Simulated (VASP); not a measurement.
# WC (P-6m2) in VASP: further runs

Runs on WC. Level: PBE. Tasks: single point.

Program: VASP 6.6.1. These are calculated values, not measurements. Logs are shortened: lines on timing, memory, paths and dates and some standing lists are left out, and cuts for length are marked.

## Step 1: The cell of the first run

It takes space group P-6m2 (No. 187, hexagonal). Conventional cell: a = 2.898 Å, b = 2.898 Å, c = 2.775 Å, α = 90.00°, β = 90.00°, γ = 120.00°. W (site symmetry -6m2) has 6 C at 2.17 Å and 8 W at 2.77 to 2.90 Å within 2.9 Å. Within 2.9 Å of C (site symmetry -6m2) lie 6 W at 2.17 Å and 8 C at 2.77 to 2.90 Å.

## Step 2: Single point, PBE, collinear spin, ferromagnetic start (z stretched by -2 %, then relaxed in part)

File INCAR:

```
SYSTEM = WC
PREC = Accurate
ENCUT = 520
EDIFF = 1E-7
ISMEAR = -1
SIGMA = 0.05
LREAL = .FALSE.
LASPH = .TRUE.
NELM = 150
ALGO = Normal
ISIF = 2
LWAVE = .FALSE.
LCHARG = .FALSE.
ISPIN = 2
MAGMOM = 2 0
LORBIT = 11
LMAXMIX = 4
GGA = PE
NBANDS = 20
```

File KPOINTS:

```
Automatic mesh
0
G
  18 18 16
  0 0 0
```

File POSCAR:

```
WC
1.0
    2.8982000000      0.0000000000      0.0000000000
   -1.4491000000      2.5099148252      0.0000000000
    0.0000000000      0.0000000000      2.7747720000
W C
1 1
Direct
    0.0000000000      0.0000000000      0.0000000000
    0.6666666667      0.3333333333      0.5000000000
```

Potentials or basis: VASP PAW PBE potentials, release 64 (W_sv, C).

Launch:

```
> cat potpaw_PBE.64/W_sv/POTCAR potpaw_PBE.64/C/POTCAR > POTCAR
> mpirun -np 1 vasp_std > vasp.out
```

OUTCAR:

```text
SYSTEM = WC
   PREC = Accurate
   ENCUT = 520
   EDIFF = 1E-7
   ISMEAR = -1
   LREAL = .FALSE.
   LASPH = .TRUE.
   NELM = 150
   ISIF = 2
   ISPIN = 2
   LORBIT = 11
   GGA = PE

 ion  position               nearest neighbor table
   1  0.000  0.000  0.000-   2 2.17   2 2.17   2 2.17   2 2.17   2 2.17   2 2.17
   2  0.667  0.333  0.500-   1 2.17   1 2.17   1 2.17   1 2.17   1 2.17   1 2.17

  LATTYP: Found a hexagonal cell.
 ALAT       =     2.8982000000
 C/A-ratio  =     0.9574121869

  Lattice vectors:

 A1 = (   2.8982000000,   0.0000000000,   0.0000000000)
 A2 = (  -1.4491000000,   2.5099148252,   0.0000000000)
 A3 = (   0.0000000000,   0.0000000000,   2.7747720000)

Analysis of symmetry for initial positions (statically):
=====================================================================
 Subroutine PRICEL returns:
 Original cell was already a primitive cell.

 Routine SETGRP: Setting up the symmetry group for a
 hexagonal supercell.

 Subroutine GETGRP returns: Found 12 space group operations
 (whereof 12 operations were pure point group operations)
 out of a pool of 24 trial point group operations.

The static configuration has the point symmetry D_3h.

Analysis of symmetry for dynamics (positions and initial velocities):
=====================================================================
 Subroutine PRICEL returns:
 Original cell was already a primitive cell.

 Routine SETGRP: Setting up the symmetry group for a
 hexagonal supercell.

 Subroutine GETGRP returns: Found 12 space group operations
 (whereof 12 operations were pure point group operations)
 out of a pool of 24 trial point group operations.

The dynamic configuration has the point symmetry D_3h.

Analysis of structural, dynamic, and magnetic symmetry:
=====================================================================
 Subroutine PRICEL returns:
 Original cell was already a primitive cell.

 Routine SETGRP: Setting up the symmetry group for a
 hexagonal supercell.

 Subroutine GETGRP returns: Found 12 space group operations
 (whereof 12 operations were pure point group operations)
 out of a pool of 24 trial point group operations.

The overall configuration has the point symmetry D_3h.

 Subroutine INISYM returns: Found 12 space group operations
 (whereof 12 operations are pure point group operations),
 and found     1 'primitive' translations

----------------------------------------------------------------------------------------

                                     Primitive cell

  volume of cell :      20.1843

  direct lattice vectors                    reciprocal lattice vectors
     2.898200000  0.000000000  0.000000000     0.345041750  0.199209947  0.000000000
    -1.449100000  2.509914825  0.000000000     0.000000000  0.398419895  0.000000000
     0.000000000  0.000000000  2.774772000     0.000000000  0.000000000  0.360389971

  length of vectors
     2.898200000  2.898200000  2.774772000     0.398419895  0.398419895  0.360389971

  position of ions in fractional coordinates (direct lattice)
     0.000000000  0.000000000  0.000000000
     0.666666667  0.333333333  0.500000000

  ion indices of the primitive-cell ions
   primitive index   ion index
                 1           1
                 2           2

----------------------------------------------------------------------------------------

 KPOINTS: Automatic mesh

Automatic generation of k-mesh.
 Grid dimensions read from file:
 generate k-points for:   18   18   16

 Generating k-lattice:

  Cartesian coordinates                     Fractional coordinates (reciprocal lattice)
     0.019168986  0.011067219  0.000000000     0.055555556  0.000000000  0.000000000
     0.000000000  0.022134439  0.000000000     0.000000000  0.055555556  0.000000000
     0.000000000  0.000000000  0.022524373     0.000000000  0.000000000  0.062500000

  Length of vectors
     0.022134439  0.022134439  0.022524373

  Shift w.r.t. Gamma in fractional coordinates (k-lattice)
     0.000000000  0.000000000  0.000000000

 Subroutine IBZKPT returns following result:
 ===========================================

 Found    333 irreducible k-points:

 Following reciprocal coordinates:
            Coordinates               Weight
  0.000000  0.000000  0.000000      1.000000
  0.055556  0.000000  0.000000      6.000000
  0.111111  0.000000  0.000000      6.000000
  0.166667  0.000000  0.000000      6.000000
  0.222222  0.000000  0.000000      6.000000
  0.277778  0.000000  0.000000      6.000000
[... 16 lines left out ...]
  0.333333  0.111111  0.000000     12.000000
  0.388889  0.111111  0.000000     12.000000
 [... further k-points ...]
   k-points           NKPTS =    333   k-points in BZ     NKDIM =    333   number of bands    NBANDS=     20
   number of dos      NEDOS =    301   number of ions     NIONS =      2
   total plane-waves  NPLWV =  13824
   dimension x,y,z NGX =    24 NGY =   24 NGZ =   24
   dimension x,y,z NGXF=    48 NGYF=   48 NGZF=   48
   ions per type =               1   1
   NGX,Y,Z   is equivalent  to a cutoff of  13.77, 13.77, 14.38 a.u.
   NGXF,Y,Z  is equivalent  to a cutoff of  27.53, 27.53, 28.76 a.u.
 SYSTEM =  WC
   PREC   = accura    normal or accurate (medium, high low for compatibility)
   ISTART =      0    job   : 0-new  1-cont  2-samecut
   ICHARG =      2    charge: 1-file 2-atom 10-const
   ISPIN  =      2    spin polarized calculation?
   LNONCOLLINEAR =      F non collinear calculations
   LSORBIT =      F    spin-orbit coupling
   LASPH  =      T    aspherical Exc in radial PAW
   ENCUT  =  520.0 eV  38.22 Ry    6.18 a.u.   5.39  5.39  5.16*2*pi/ulx,y,z
   NELM   =    150;   NELMIN=  2; NELMDL= -5     # of ELM steps
   EDIFF  = 0.1E-06   stopping-criterion for ELM
   LREAL  =      F    real-space projection
   EDIFFG = 0.1E-05   stopping-criterion for IOM
   NSW    =      0    number of steps for IOM
   IBRION =     -1    ionic relax: 0-MD 1-quasi-New 2-CG
   NFREE  =      0    steps in history (QN), initial steepest desc. (CG)
   ISIF   =      2    stress and relaxation
   ISYM   =      2    0-nonsym 1-usesym 2-fastsym
   POTIM  = 0.5000    time-step for ionic-motion
   TEBEG  =    0.0;   TEEND  =   0.0 temperature during run
   PSTRESS=    0.0 pullay stress
   NELECT =      18.0000    total number of electrons
   NUPDOWN=      -1.0000    fix difference up-down
   EMIN   =  10.00;   EMAX   =-10.00  energy-range for DOS
   EFERMI =   0.00;   METHOD = LEGACY
   ISMEAR =    -1;   SIGMA  =   0.05  broadening in eV -4-tet -1-fermi 0-gaus
   EFERMI_NEDOS =   21; number of points for ismear=-14 and -15
   IALGO  =     38    algorithm
   IMIX   =      4    mixing-type and parameters
     AMIX     =   0.40;   BMIX     =  1.00
     AMIX_MAG =   1.60;   BMIX_MAG =  1.00
  volume/ion in A,a.u.               =      10.09        68.11
  Fermi-wavevector in a.u.,A,eV,Ry     =   1.575775  2.977782 33.784162  2.483066
  Thomas-Fermi vector in A             =   2.676708
   LORBIT       =     11    0 simple, 1 ext, 2 COOP (PROOUT), +10 PAW based schemes
   GGA     = PE    functional components
   LHFCALC =     F    Hartree Fock is set to
   AEXX    =    0.0000 exact exchange contribution
   IVDW    =     0    specifies the selected vdW correction
   LEPSILON=     F    determine dielectric tensor
   LRPA    =     F    only Hartree local field effects (RPA)
 spin polarized calculation
  energy-cutoff  :      520.00
  volume of cell :       20.18
 maximum number of plane-waves:       563
 NGX is ok and might be reduce to    24
   NGX = 11   NGY = 11   NGZ = 11

 number of electron      18.0000000 magnetization       0.0001317

 number of electron      18.0000000 magnetization      -0.0000051

 Free energy of the ion-electron system (eV)
  ---------------------------------------------------
  ext. energy  EPLUGINS =         0.00000000
  ---------------------------------------------------
  free energy    TOTEN  =       -22.38223292 eV

  energy without entropy =      -22.37929559  energy(sigma->0) =      -22.38076426

 E-fermi :  11.5041     XC(G=0): -13.9500

 val. band max:       11.4887026498   @ k =   0.0556   0.0000   0.2500
 cond. band min:      11.5053257363   @ k =   0.0556   0.0000   0.0000
 fundamental gap:      0.0166230865
 Fermi energy:        11.5041322557

 spin component 1

 k-point     1 :       0.0000    0.0000    0.0000
  band No.  band energies     occupation
      1     -62.4555      1.00000
      2     -26.3868      1.00000
      3     -26.3540      1.00000
      4     -26.3540      1.00000
      5      -3.1911      1.00000
      6       7.0286      1.00000
[... 12 lines left out ...]
     19      35.3276      0.00000
     20      35.3276      0.00000

 k-point     2 :       0.0556    0.0000    0.0000
  band No.  band energies     occupation
      1     -62.4537      1.00000
      2     -26.3834      1.00000
      3     -26.3813      1.00000
      4     -26.3601      1.00000
      5      -3.1074      1.00000
      6       7.0470      1.00000
[... 498 lines left out ...]
 k-point    24 :       0.3889    0.1111    0.0000
  band No.  band energies     occupation
      1     -62.3941      1.00000
      2     -27.1537      1.00000
      3     -26.6112      1.00000
      4     -26.2719      1.00000
      5       0.2182      1.00000
      6       4.4331      1.00000
[... 12 lines left out ...]
     19      36.0614      0.00000
     20      38.7426      0.00000

 [... further k-points ...]

 spin component 2

 k-point     1 :       0.0000    0.0000    0.0000
  band No.  band energies     occupation
      1     -62.4555      1.00000
      2     -26.3868      1.00000
      3     -26.3540      1.00000
      4     -26.3540      1.00000
      5      -3.1911      1.00000
      6       7.0286      1.00000
[... 12 lines left out ...]
     19      35.3276      0.00000
     20      35.3276      0.00000

 k-point     2 :       0.0556    0.0000    0.0000
  band No.  band energies     occupation
      1     -62.4537      1.00000
      2     -26.3834      1.00000
      3     -26.3813      1.00000
      4     -26.3601      1.00000
      5      -3.1074      1.00000
      6       7.0470      1.00000
[... 498 lines left out ...]
 k-point    24 :       0.3889    0.1111    0.0000
  band No.  band energies     occupation
      1     -62.3941      1.00000
      2     -27.1537      1.00000
      3     -26.6112      1.00000
      4     -26.2719      1.00000
      5       0.2182      1.00000
      6       4.4331      1.00000
[... 12 lines left out ...]
     19      36.0614      0.00000
     20      38.7426      0.00000

 [... further k-points ...]
[... 5 lines left out ...]
  --------------------------------------------------------------------------------------
  -------------------------------------------------------------------------------------
  Total        1.8013318      1.8013318      3.9268252     -0.0000000     -0.0000000      0.0000000
  in kB      142.9847261    142.9847261    311.7005119     -0.0000000     -0.0000000      0.0000000
  external PRESSURE =     199.2233214 kB  Pullay stress =       0.0000000 kB

 VOLUME and BASIS-vectors are now :
 -----------------------------------------------------------------------------
  energy-cutoff  :      520.00
  volume of cell :       20.18
      direct lattice vectors                 reciprocal lattice vectors
     2.898200000  0.000000000  0.000000000     0.345041750  0.199209947  0.000000000
    -1.449100000  2.509914825  0.000000000     0.000000000  0.398419895  0.000000000
     0.000000000  0.000000000  2.774772000     0.000000000  0.000000000  0.360389971

 POSITION                                       TOTAL-FORCE (eV/Angst)
 -----------------------------------------------------------------------------------
      0.00000      0.00000      0.00000         0.000000      0.000000      0.000000
      1.44910      0.83664      1.38739        -0.000000      0.000000      0.000000
 -----------------------------------------------------------------------------------
    total drift:                                0.000000     -0.000000      0.000000

  FREE ENERGIE OF THE ION-ELECTRON SYSTEM (eV)
  ---------------------------------------------------
  free  energy   TOTEN  =       -22.3822329247 eV

  energy  without entropy=      -22.3792955878  energy(sigma->0) =      -22.38076426

 total charge

# of ion       s       p       d       tot
------------------------------------------
    1        2.357   6.448   3.458  12.263
    2        0.859   1.604   0.000   2.462
--------------------------------------------------
tot          3.216   8.052   3.458  14.726

 magnetization (x)

# of ion       s       p       d       tot
------------------------------------------
    1       -0.000  -0.000  -0.000  -0.000
    2        0.000  -0.000   0.000   0.000
--------------------------------------------------
tot          0.000  -0.000  -0.000  -0.000
```

Wall time 2.6 min (1 thread of Intel Xeon Platinum 8488C (Sapphire Rapids), shared host); peak memory 0.31 GiB.

Results:

| Property | Result |
| --- | --- |
| Free energy | -22.3822 eV |
| Pressure | 19.9 GPa |
| Band gap on the k mesh | zero (filled and empty bands overlap) |
| Net moment | 0.00 μB per cell |
| Valence electrons inside the program's atomic spheres | W 12.26; C 2.46 |

Stress tensor (GPa, compression positive):
```
14.30  0.00  0.00
 0.00 14.30  0.00
 0.00  0.00 31.17
```

Caveat: the cell differs from its parent crystal (z stretched by -2 %, then relaxed in part); spin-orbit coupling is left out, which moves the levels of the heavy elements.

[end of part 1 of 2]
